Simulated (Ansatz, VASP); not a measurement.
# Two plane-wave programs on SiGe

The input INCAR:

```
ALGO = Normal ; EDIFF = 1E-6
ENCUT = 520 ; GGA = CA
ISIF = 2 ; ISMEAR = 0
LASPH = T ; LCHARG = T
LELF = T ; LREAL = F
LVHAR = T ; LWAVE = F
NBANDS = 26 ; NELM = 60
PREC = Accurate ; SIGMA = 0.03
```

The input KPOINTS:

```
k-points
0
Gamma
  12 12 8
```

The input POSCAR:

```
SiGe
1.0
    3.9579435800      0.0000000000      0.0000000000
   -1.9789717900      3.4276796870      0.0000000000
    0.0000000000      0.0000000000      6.2775944377
Si Ge
2 2
Direct
    0.6666666667      0.3333333333      0.8746070000
    0.3333333333      0.6666666667      0.3746070000
    0.6666666667      0.3333333333      0.5003920000
    0.3333333333      0.6666666667      0.0003920000
```

Input for Ansatz:

```yaml
crystal:
  lattice:
    - [3.95794358, 0.0, 0.0]
    - [-1.97897179, 3.427679687, 0.0]
    - [0.0, 0.0, 6.2775944377]
  atoms:
    - { symbol: Si, position: [0.6666666667, 0.3333333333, 0.874607] }
    - { symbol: Si, position: [0.3333333333, 0.6666666667, 0.374607] }
    - { symbol: Ge, position: [0.6666666667, 0.3333333333, 0.500392] }
    - { symbol: Ge, position: [0.3333333333, 0.6666666667, 0.000392] }
basis:
  ecutwfc: 420
kpoints:
  mp_grid: { grid: [12, 12, 8] }
hamiltonian:
  xc: lda
scf:
  occupations: { method: gaussian, width: 0.03 }
output:
  forces: true
  stress: true
  eigenvalues: true
  write_density: true
  write_potential: true
  elf: true
  volumetric_format: npy
```

Alike in both runs: task single point; functional LDA; k mesh 12 × 12 × 8; occupations gaussian, width 0.03 eV; no spin polarisation.

|  | VASP | Ansatz |
| --- | --- | --- |
| version | VASP 6.6.1 | Ansatz 0.2.0 |
| potentials or method | VASP PAW LDA potentials, release 64 (Si, Ge_d), cutoff 520 eV | scalar-relativistic, plane waves, PAW |
| valence electrons in the cell | 36 | 36 |

```csv
,VASP,Ansatz,Ansatz less VASP
gap on the k mesh at the Fermi level (eV),none,none,-
pressure (GPa),-1.8,-1.8,-0.05
"traceless stress, the component that is largest in VASP (GPa)",5.67,5.64,-0.029
rms of the force components (eV/Å),0.245,0.244,-0.0010
```

LDA's correlation is that of Perdew and Zunger in VASP and of Perdew and Wang (1992) in Ansatz. Atom by atom the forces differ by 0.001 eV/Å (rms over components). A gap of «none» marks a metal or a gap that the smearing closes.
